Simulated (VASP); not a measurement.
Ni: relaxation of cell and atoms with revPBE+D3(BJ)

Ni:

```
Ni
1.0
     2.44802    0.00000    0.00000
    -1.22401    2.12005    0.00000
     0.00000    0.00000    4.07281
Ni
2
Direct
  0.66667 0.33333 0.75000
  0.33333 0.66667 0.25000
```

This isn't the form of Ni at room conditions, which is fcc.

```json
{"Program": "VASP 6.6.1", "Task": "relaxation of cell and atoms", "Functional": "revPBE", "Dispersion": "D3(BJ)", "Potentials or basis": "VASP PAW PBE potentials, release 64 (Ni)", "Cutoff": "600 eV", "k mesh": "12 × 12 × 7", "Occupations": "fermi-dirac, width 0.05 eV", "Spin": "collinear spin, ferromagnetic start", "Starting moments": "[1.0, 1.0] μB", "Dipole correction": "no", "Further INCAR settings": "ALGO = Normal; EDIFF = 1e-07; IBRION = 2; EDIFFG = -0.01; NSW = 60; ISIF = 3"}
```

```
Relaxed volume                                        : 10.41 Å³/atom
Relaxed cell                                          : a = 2.448 Å, b = 2.448 Å, c = 4.012 Å, α = 90.00°, β = 90.00°, γ = 120.00°
Space group after relaxing (to 0.1 Å)                 : P6_3/mmc (No. 194)
Energy gained by relaxing                             : 2.9 meV/atom
Ionic steps                                           : 4
Pressure after relaxing                               : 0.1 GPa
Net moment                                            : 1.27 μB per cell
Site moments                                          : Ni +0.65 μB
Valence electrons inside the program's atomic spheres : Ni 9.39
Dispersion energy per atom                            : -0.934 eV
```

Stress tensor (GPa, compression positive):
```
 0.12  0.00  0.00
 0.00  0.12  0.00
 0.00  0.00 -0.08
```

The path:
```tsv
step	energy change (eV)	largest force (eV/Å)	pressure (GPa)	volume (Å³)
1	0.0000	0.0000	-3.11	21.14
2	-0.0026	0.0000	3.36	20.52
3	-0.0050	0.0000	0.60	20.77
4	-0.0058	0.0000	0.05	20.82
```

Final structure:
```
Ni
1.0
     2.44777    0.00000    0.00000
    -1.22388    2.11983    0.00000
     0.00000    0.00000    4.01208
Ni
2
Direct
  0.66667 0.33333 0.75000
  0.33333 0.66667 0.25000
```

Levels at points of the mesh, in eV from the Fermi level:
Spin up:
| k point | band 8 | band 9 | band 10 | band 11 | band 12 | band 13 | band 14 | band 15 |
| --- | --- | --- | --- | --- | --- | --- | --- | --- |
| (0.00, 0.00, 0.00) | -1.75 | -1.75 | -0.75 | -0.75 | -0.44 | 5.92 | 22.94 | 25.27 |
| (0.50, 0.00, 0.00) | -0.64 | -0.56 | -0.51 | 1.19 | 3.18 | 9.60 | 10.22 | 12.70 |
Spin down:
| k point | band 6 | band 7 | band 8 | band 9 | band 10 | band 11 | band 12 | band 13 | band 14 | band 15 |
| --- | --- | --- | --- | --- | --- | --- | --- | --- | --- | --- |
| (0.00, 0.00, 0.00) | -1.47 | -1.47 | -1.07 | -1.07 | -0.52 | -0.02 | -0.02 | 6.34 | 22.79 | 25.35 |
| (0.50, 0.00, 0.00) | -1.85 | -1.46 | 0.15 | 0.18 | 0.29 | 1.69 | 3.56 | 9.71 | 10.33 | 12.87 |

It took 88 s on 1 thread of Intel(R) Xeon(R) 6975P-C (Granite Rapids), on a shared host, peak memory 0.19 GiB.

Caveat: the PAW data sets were made with another functional, which shifts forces and pressure a little.
